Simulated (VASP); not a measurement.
BP, 2 atoms in the cell. Symmetry: I-4m2, No. 119, tetragonal system. Conventional cell: a = 3.164 Å, b = 3.164 Å, c = 4.699 Å, α = 90.00°, β = 90.00°, γ = 90.00°. Within 2.6 Å of B (site symmetry -4m2) lie 4 P at 1.97 Å. P (site symmetry -4m2) has 4 B at 1.97 Å within 2.6 Å.  This cell differs from its parent crystal: ratio of the length along z to the lengths across it x 1.05, volume and fractional coordinates fixed.

| Property | Result |
| --- | --- |
| Program | VASP 6.6.1 |
| Task | single point |
| Functional | PBE |
| Potentials or basis | VASP PAW PBE potentials, release 64 (B, P) |
| Cutoff | 520 eV |
| k mesh | 12 × 12 × 12 |
| Occupations | gaussian, width 0.05 eV |
| Spin | no spin polarisation |
| Dipole correction | no |
| Further INCAR settings | ALGO = Normal; EDIFF = 1e-06; NBANDS = 11 |

Potentials or basis: VASP PAW PBE potentials, release 64 (B, P).

Command:

```sh
$ cat potpaw_PBE.64/B/POTCAR potpaw_PBE.64/P/POTCAR > POTCAR
$ mpirun -np 1 vasp_std > vasp.out
```

Hardware: 1 thread of Intel(R) Xeon(R) Platinum 8259CL CPU @ 2.50GHz (Skylake/Cascade Lake), with other jobs on the host.

Question: How long does it take, and how much memory?

Answer: Run time: 20 s on 1 thread of Intel(R) Xeon(R) Platinum 8259CL CPU @ 2.50GHz (Skylake/Cascade Lake), on a shared host, peak memory 0.16 GiB. Counts: scf iterations 13, k points 163.
